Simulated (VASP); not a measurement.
Wanted: the native input for a VASP 6.6.1 run.

```
Task                   : single point
Functional             : PBE
Potentials or basis    : VASP PAW PBE potentials, release 64 (Li_sv, Cl)
Cutoff                 : 520 eV
k mesh                 : 4 × 4 × 4
Occupations            : gaussian, width 0.02 eV
Spin                   : no spin polarisation
Dipole correction      : no
Further INCAR settings : ALGO = Normal; EDIFF = 1e-06; NBANDS = 42
```

The structure of LiCl lies in POSCAR:

```
LiCl
1.0
    6.7822671339      0.0000000000      0.0000000000
    0.0000000000      6.7822671339      0.0000000000
    0.0000000000      0.0000000000      6.7822671339
Li Cl
6 6
Direct
    0.7500000000      0.5000000000      0.0000000000
    0.5000000000      0.0000000000      0.7500000000
    0.0000000000      0.7500000000      0.5000000000
    0.0000000000      0.2500000000      0.5000000000
    0.2500000000      0.5000000000      0.0000000000
    0.5000000000      0.0000000000      0.2500000000
    0.5000000000      0.7500000000      0.0000000000
    0.7500000000      0.0000000000      0.5000000000
    0.0000000000      0.5000000000      0.7500000000
    0.2500000000      0.0000000000      0.5000000000
    0.0000000000      0.5000000000      0.2500000000
    0.5000000000      0.2500000000      0.0000000000
```

The cell was generated, and may not be a known phase.

One way to write it, as run:

INCAR

```
  ALGO = Normal
  EDIFF = 1E-6
  ENCUT = 520
  GGA = PE
  ISIF = 2
  ISMEAR = 0
  LASPH = T
  LCHARG = F
  LREAL = F
  LWAVE = F
  NBANDS = 42
  NELM = 60
  PREC = Accurate
  SIGMA = 0.02
```

KPOINTS

```
k-points
0
Gamma
  4 4 4
```

Potentials or basis: VASP PAW PBE potentials, release 64 (Li_sv, Cl).

The run is started by

```console
$ cat potpaw_PBE.64/Li_sv/POTCAR potpaw_PBE.64/Cl/POTCAR > POTCAR
$ mpirun -np 1 vasp_std > vasp.out
```

It gave:

```yaml
Band_gap_on_the_k_mesh: 5.36 eV
```

Wall time 110 s on 1 thread of Oxide Virtual Turin-like Processor, on a shared host, peak memory 0.34 GiB.
